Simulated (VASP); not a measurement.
Here is a VASP 6.6.1 calculation.

INCAR

```
ALGO     = Normal         # electronic algorithm
EDIFF    = 1E-8           # SCF threshold, eV
ENCUT    = 600            # plane-wave cutoff, eV
IBRION   = 6              # ionic algorithm
ISIF     = 3              # what is computed and relaxed
ISMEAR   = -1             # smearing method
LASPH    = True           # aspherical terms in the spheres
LCHARG   = False          # write CHGCAR
LREAL    = False          # projectors in reciprocal space
LWAVE    = False          # write WAVECAR
NBANDS   = 12             # bands
NELM     = 60             # most SCF steps
NFREE    = 2            
NSW      = 1              # ionic steps
POTIM    = 0.015          # step
PREC     = Accurate       # precision mode
SIGMA    = 0.05           # smearing width, eV
```

Contents of KPOINTS:

```
k-points
0
Gamma
  8 8 8
```

POSCAR

```
Nb
1.0
    0.0000000000      2.1150000000      2.1150000000
    2.1150000000      0.0000000000      2.1150000000
    2.1150000000      2.1150000000      0.0000000000
Nb
1
Direct
    0.0000000000      0.0000000000      0.0000000000
```

Potentials or basis: VASP PAW LDA potentials, release 64 (Nb_sv).

Run with:

```console
$ cat potpaw_LDA.64/Nb_sv/POTCAR > POTCAR
$ mpirun -np 1 vasp_std > vasp.out
```

Q: Predict the elastic constants C11, C12, C44.

A: -26, 240, -66 GPa.

Q: Estimate the Voigt bulk modulus.

A: 152 GPa.

Clamped-ion elastic tensor (GPa):
```
-26 240 240   0   0   0
240 -26 240   0   0   0
240 240 -26   0   0   0
  0   0   0 -66   0   0
  0   0   0   0 -66   0
  0   0   0   0   0 -66
```

Caveat: the cell is under stress, which shifts elastic constants; the elastic tensor has a negative eigenvalue, so either the cell is unstable as it stands or the mesh is too thin.
